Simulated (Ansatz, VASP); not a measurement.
**One calculation of KF, two programs**

Contents of INCAR:

```
SYSTEM = KF
PREC = Accurate ; ENCUT = 520
EDIFF = 1E-8 ; ISMEAR = -1
SIGMA = 0.01 ; LREAL = .FALSE.
LASPH = .TRUE. ; NELM = 60
ALGO = Normal ; ISIF = 2
LWAVE = .FALSE. ; LCHARG = .FALSE.
GGA = PE ; LEFG = .TRUE.
NBANDS = 15
```

KPOINTS

```
Automatic mesh
0
G
  9 9 9
  0 0 0
```

File POSCAR:

```
KF
1.0
   -0.0534700000      2.6735000000      2.6735000000
    2.6735000000     -0.0534700000      2.6735000000
    2.6200300000      2.6200300000      0.0000000000
K F
1 1
Direct
    0.0000000000      0.0000000000      0.0000000000
    0.5000000000      0.5000000000      0.5000000000
```

Input for Ansatz:

```yaml
crystal:
  lattice:
    - [-0.05347, 2.6735, 2.6735]
    - [2.6735, -0.05347, 2.6735]
    - [2.62003, 2.62003, 0.0]
  atoms:
    - { symbol: K, position: [0.0, 0.0, 0.0] }
    - { symbol: F, position: [0.5, 0.5, 0.5] }
kpoints:
  mp_grid: { grid: [9, 9, 9] }
scf:
  occupations: { method: fermi_dirac, width: 0.01 }
hamiltonian:
  xc: pbe
  pseudopotentials: { kind: all_electron, datasets: crystal }
output:
  forces: true
  stress: true
  eigenvalues: true
  efg: { contact_densities: true }
```

Change from the starting cell: xy shear strain of -4 %, crystal datasets.

Alike in both runs: task electric field gradients; functional PBE; k mesh 9 × 9 × 9; occupations fermi-dirac, width 0.01 eV; no spin polarisation.

|  | VASP | Ansatz |
| --- | --- | --- |
| version | VASP 6.6.1 | Ansatz 0.2.0 |
| potentials or method | VASP PAW PBE potentials, release 64 (K_sv, F), cutoff 520 eV | all-electron PAW with datasets made for the crystal, scalar-relativistic |

```tsv
	VASP	Ansatz	Ansatz less VASP
gap on the k mesh at the Fermi level (eV)	6.13	6.14	+0.012
pressure (GPa)	1.3	1.3	-0.04
traceless stress, the component that is largest in VASP (GPa)	0.52	0.53	+0.008
size of Vzz on the site where it differs most (V/Å²)	4.1	4.0	-0.08
```

Ansatz ran all-electron here, and VASP with PAW potentials.
